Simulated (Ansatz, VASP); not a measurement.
Given: the input of a run of VASP 6.6.1 on MgO.

The input INCAR:

```
ALGO = Normal
EDIFF = 1E-6
ENCUT = 520
GGA = PS
ISIF = 2
ISMEAR = -1
LASPH = True
LCHARG = False
LREAL = False
LWAVE = False
NBANDS = 11
NELM = 80
PREC = Accurate
SIGMA = 0.05
```

The input KPOINTS:

```
k-points
0
Gamma
  10 10 10
```

POSCAR

```
MgO
1.0
    2.9956437857      0.0000000000      0.0000000000
   -1.4978218928      2.5943036191      0.0000000000
    0.0000000000      0.0000000000      2.7322360880
Mg O
1 1
Direct
    0.0000000000      0.0000000000      0.0000000000
    0.3333333333      0.6666666667      0.5000000000
```

Potentials or basis: VASP PAW PBE potentials, release 64 (Mg, O).

Run with:

```sh
$ cat potpaw_PBE.64/Mg/POTCAR potpaw_PBE.64/O/POTCAR > POTCAR
$ mpirun -np 1 vasp_std > vasp.out
```

Task: Set up the same calculation for Ansatz 0.2.0. Potentials there: all-electron LAPW, scalar-relativistic.

Result: As run (the cutoff follows the program's own potentials):

The input input.yaml:

```yaml
crystal:
  lattice:
    - [2.9956437857, 0.0, 0.0]
    - [-1.4978218928, 2.5943036191, 0.0]
    - [0.0, 0.0, 2.732236088]
  atoms:
    - { symbol: Mg, position: [0.0, 0.0, 0.0] }
    - { symbol: O, position: [0.3333333333, 0.6666666667, 0.5] }
kpoints:
  mp_grid: { grid: [10, 10, 10] }
scf:
  occupations: { method: fermi_dirac, width: 0.05 }
hamiltonian:
  xc: pbesol
  pseudopotentials: { kind: all_electron, lapw: { basis_error: 0.001 } }
output:
  forces: true
  stress: true
  eigenvalues: true
```

Potentials or basis: all-electron LAPW, scalar-relativistic.

Command:

```bash
$ ansatz run input.yaml --threads 1 --pin off --max-ram 3072MiB --backend cpu --events-out ev --progress --plain --runs-dir out
```

Both were run:

|  | VASP | Ansatz | Ansatz less VASP |
| --- | --- | --- | --- |
| gap on the k mesh at the Fermi level (eV) | 2.51 | 2.52 | +0.005 |
| least direct gap on the mesh (eV) | 2.90 | 2.90 | +0.003 |
| pressure (GPa) | -11.1 | -10.5 | +0.56 |
| traceless stress, the component that is largest in VASP (GPa) | -1.34 | -1.27 | +0.071 |

VASP's potentials were made for PBE, not for PBEsol. Ansatz ran all-electron here, and VASP with PAW potentials.
